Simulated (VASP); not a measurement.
Input of a VASP 6.6.1 run:

INCAR

```
PREC = Accurate ; ENCUT = 520
EDIFF = 1E-6 ; ISMEAR = 0
SIGMA = 0.15 ; LREAL = False
LASPH = True ; NELM = 100
ALGO = Fast ; ISIF = 2
LWAVE = False ; LCHARG = False
GGA = PE ; NBANDS = 14
```

File KPOINTS:

```
regular mesh
0
Gamma
  18 18 10
```

POSCAR

```
TiAl
1.0
    2.7729000000      0.0000000000      0.0000000000
   -1.3864500000      2.4014018422      0.0000000000
    0.0000000000      0.0000000000      5.2062000000
Ti Al
1 1
Direct
    0.0000000000      0.0000000000      0.0000000000
    0.3333333333      0.6666666667      0.5000000000
```

Potentials or basis: VASP PAW PBE potentials, release 64 (Ti_sv, Al).

The run is started by

```console
$ cat potpaw_PBE.64/Ti_sv/POTCAR potpaw_PBE.64/Al/POTCAR > POTCAR
$ mpirun -np 1 vasp_std > vasp.out
```

Task: Predict the pressure.

Result: -2.9 GPa.

Stress tensor (GPa, compression positive):
```
  4.82   0.00   0.00
  0.00   4.82   0.00
  0.00   0.00 -18.43
```
